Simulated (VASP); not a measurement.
A run of VASP 6.6.1:

INCAR

```
SYSTEM = Ga2GeO3
  ALGO = Normal
  EDIFF = 1E-6
  ENCUT = 910
  GGA = PE
  GGA_COMPAT = .False.
  ISIF = 2
  ISMEAR = 0
  LASPH = .True.
  LCHARG = .True.
  LELF = .True.
  LREAL = .False.
  LVHAR = .True.
  LWAVE = .False.
  NBANDS = 38
  NELM = 120
  PREC = Accurate
  SIGMA = 0.1
```

KPOINTS

```
k-points
0
Gamma
  6 6 4
  0 0 0
```

Contents of POSCAR:

```
Ga2GeO3
1.0
    3.0746117794      0.0000000000      0.0000000000
    0.0000000000      3.0746117794      0.0000000000
    0.0000000000      0.0000000000      7.7036636844
Ga Ge O
2 1 3
Direct
    0.0000000000      0.5000000000      0.6574593840
    0.5000000000      0.0000000000      0.3425406160
    0.0000000000      0.0000000000      0.0000000000
    0.5000000000      0.5000000000      0.0000000000
    0.0000000000      0.5000000000      0.3929735658
    0.5000000000      0.0000000000      0.6070264342
```

Potentials or basis: VASP PAW PBE potentials, release 64 (Ga_d, Ge_d, O_h).

The run is started by

```sh
$ cat potpaw_PBE.64/Ga_d/POTCAR potpaw_PBE.64/Ge_d/POTCAR potpaw_PBE.64/O_h/POTCAR > POTCAR
$ mpirun -np 1 vasp_std > vasp.out
```

Hardware: 1 thread of Intel(R) Xeon(R) Platinum 8259CL CPU @ 2.50GHz (Skylake/Cascade Lake) (shared host).

Q: How long does it take, and how much memory?

A: Run time: 3.3 min on 1 thread of Intel(R) Xeon(R) Platinum 8259CL CPU @ 2.50GHz (Skylake/Cascade Lake) (shared host), peak memory 0.36 GiB. Counts: scf iterations 14, k points 30.
